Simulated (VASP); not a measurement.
# Ti: relaxation of shape and atoms at fixed volume with PBEsol

The system is Ti.

```
Ti
1.0
     4.60546    0.00000    0.00000
    -2.30273    3.98844    0.00000
     0.00000    0.00000    2.85161
Ti
3
Direct
  0.00000 0.00000 0.00000
  0.33333 0.66667 0.50000
  0.66667 0.33333 0.50000
```

This isn't the form of Ti at room conditions, which is hcp.

```
Program                : VASP 6.6.1
Task                   : relaxation of shape and atoms at fixed volume
Functional             : PBEsol
Potentials or basis    : VASP PAW PBE potentials, release 64 (Ti_sv)
Cutoff                 : 550 eV
k mesh                 : 12 × 12 × 14
Occupations            : gaussian, width 0.1 eV
Spin                   : no spin polarisation
Dipole correction      : no
Second try             : not_converged
Further INCAR settings : ALGO = All; EDIFF = 1e-07; IBRION = 2; EDIFFG = -0.01; NSW = 50; ISIF = 4
```

```yaml
Pressure_after_relaxing: -6.5 GPa
Band_gap_on_the_k_mesh: zero (bands 18 and 19 overlap by 0.25 eV)
```

Stress tensor (GPa, compression positive):
```
-6.42  0.00  0.00
 0.00 -6.42  0.00
 0.00  0.00 -6.54
```

Final structure:
```xyz
3
Lattice="4.6055 0.0000 0.0000 -2.3027 3.9884 0.0000 0.0000 0.0000 2.8516" Properties=species:S:1:pos:R:3 pbc="T T T"
Ti    0.0000    0.0000    0.0000
Ti    0.0000    2.6590    1.4258
Ti    2.3027    1.3295    1.4258
```

Levels at points of the mesh, in eV from the Fermi level:
```tsv
k point	band 16	band 17	band 18	band 19	band 20	band 21
(0.00, 0.00, 0.00)	-0.70	-0.59	-0.59	-0.03	0.67	1.27
(0.50, 0.00, 0.00)	-0.39	-0.37	-0.33	0.07	0.53	1.02
(0.00, 0.00, 0.50)	-1.73	-1.56	-1.56	1.05	1.05	1.21
(0.50, 0.00, 0.50)	-1.12	-0.67	-0.61	0.36	0.79	0.87
```

Run time: 2.3 min on 4 MPI ranks on Intel(R) Xeon(R) Platinum 8259CL CPU @ 2.50GHz (Skylake/Cascade Lake), on a shared host, peak memory 0.43 GiB a rank.

Caveat: the PAW data sets were made with another functional, which shifts forces and pressure a little.
